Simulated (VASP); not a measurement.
A run of VASP 6.6.1:

POSCAR

```
ZrMo3
1.0
    4.9420000000      0.0000000000      0.0000000000
    0.0000000000      4.9420000000      0.0000000000
    0.0000000000      0.0000000000      4.9420000000
Zr Mo
2 6
Direct
    0.0000000000      0.0000000000      0.0000000000
    0.5000000000      0.5000000000      0.5000000000
    0.2500000000      0.0000000000      0.5000000000
    0.5000000000      0.7500000000      0.0000000000
    0.7500000000      0.0000000000      0.5000000000
    0.5000000000      0.2500000000      0.0000000000
    0.0000000000      0.5000000000      0.7500000000
    0.0000000000      0.5000000000      0.2500000000
```

The input INCAR.step1:

```
SYSTEM = ZrMo3
PREC = Accurate
ENCUT = 520
ISMEAR = 0
SIGMA = 0.1
LREAL = .False.
LASPH = .True.
NELM = 60
NBANDS = 64
GGA = PE
ALGO = Normal
EDIFF = 1E-4
LWAVE = .True.
LCHARG = .False.
```

Contents of INCAR.step2:

```
SYSTEM = ZrMo3
PREC = Accurate
ENCUT = 520
EDIFF = 1E-6
ISMEAR = 0
SIGMA = 0.1
LREAL = .False.
LASPH = .True.
NELM = 60
ALGO = Normal
ISIF = 2
LWAVE = .False.
LCHARG = .False.
METAGGA = R2SCAN
LMIXTAU = .True.
NBANDS = 64
ISTART = 1
```

The input KPOINTS:

```
Automatic mesh
0
Gamma
  4 4 4
  0 0 0
```

Potentials or basis: VASP PAW PBE potentials, release 64 (Zr_sv, Mo_sv).

Launch:

```console
$ cat potpaw_PBE.64/Zr_sv/POTCAR potpaw_PBE.64/Mo_sv/POTCAR > POTCAR
$ cp INCAR.step1 INCAR
$ mpirun -np 1 vasp_std > vasp.out
$ cp INCAR.step2 INCAR
$ mpirun -np 1 vasp_std > vasp.out
```

Hardware: 1 thread of AMD EPYC 7R43 64-Core Processor (Zen 3), on a shared host.

How long does it take, and how much memory?

It took 10 min on 1 thread of AMD EPYC 7R43 64-Core Processor (Zen 3), on a shared host, peak memory 0.24 GiB. Counts: k points 10.
